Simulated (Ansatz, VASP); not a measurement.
# CaMg: VASP beside Ansatz

INCAR

```
  PREC = Accurate
  ENCUT = 520
  EDIFF = 1E-7
  ISMEAR = 0
  SIGMA = 0.15
  LREAL = False
  LASPH = True
  NELM = 100
  ALGO = Normal
  ISIF = 2
  LWAVE = False
  LCHARG = False
  NBANDS = 13
```

Contents of KPOINTS:

```
Automatic mesh
0
Gamma
  12 12 12
```

File POSCAR:

```
CaMg
1.0
    3.8262479978      0.0000000000      0.0000000000
    0.0000000000      3.8262479978      0.0000000000
    0.0000000000      0.0000000000      3.8262479978
Ca Mg
1 1
Direct
    0.0000000000      0.0000000000      0.0000000000
    0.5000000000      0.5000000000      0.5000000000
```

Input for Ansatz:

```yaml
crystal:
  lattice:
    - [3.8262479978, 0.0, 0.0]
    - [0.0, 3.8262479978, 0.0]
    - [0.0, 0.0, 3.8262479978]
  atoms:
    - { symbol: Ca, position: [0.0, 0.0, 0.0] }
    - { symbol: Mg, position: [0.5, 0.5, 0.5] }
basis:
  ecutwfc: 520.0
kpoints:
  mp_grid: { grid: [12, 12, 12] }
hamiltonian:
  xc: lda
scf:
  occupations: { method: gaussian, width: 0.15 }
output:
  forces: true
  stress: true
  eigenvalues: true
```

Change from the starting cell: mode 4 frozen in at +0.000 Å, equal normal strain along x, y and z -0.0083.

Alike in both runs: task single point; functional LDA; k mesh 12 × 12 × 12; occupations gaussian, width 0.15 eV; no spin polarisation.

```csv
,VASP,Ansatz
version,VASP 6.6.1,Ansatz 0.2.0
potentials or method,"VASP PAW LDA potentials, release 64 (Ca_sv, Mg), cutoff 520 eV","scalar-relativistic, plane waves, PAW"
valence electrons in the cell,12,20
```

```csv
,VASP,Ansatz,Ansatz less VASP
gap on the k mesh at the Fermi level (eV),none,none,-
pressure (GPa),0.6,0.8,+0.13
```

LDA's correlation is that of Perdew and Zunger in VASP and of Perdew and Wang (1992) in Ansatz. A gap of «none» marks a metal or a gap that the smearing closes. VASP's potentials hold 12 valence electrons a cell and Ansatz's 20, so a difference there can come from the potentials and not from the codes.
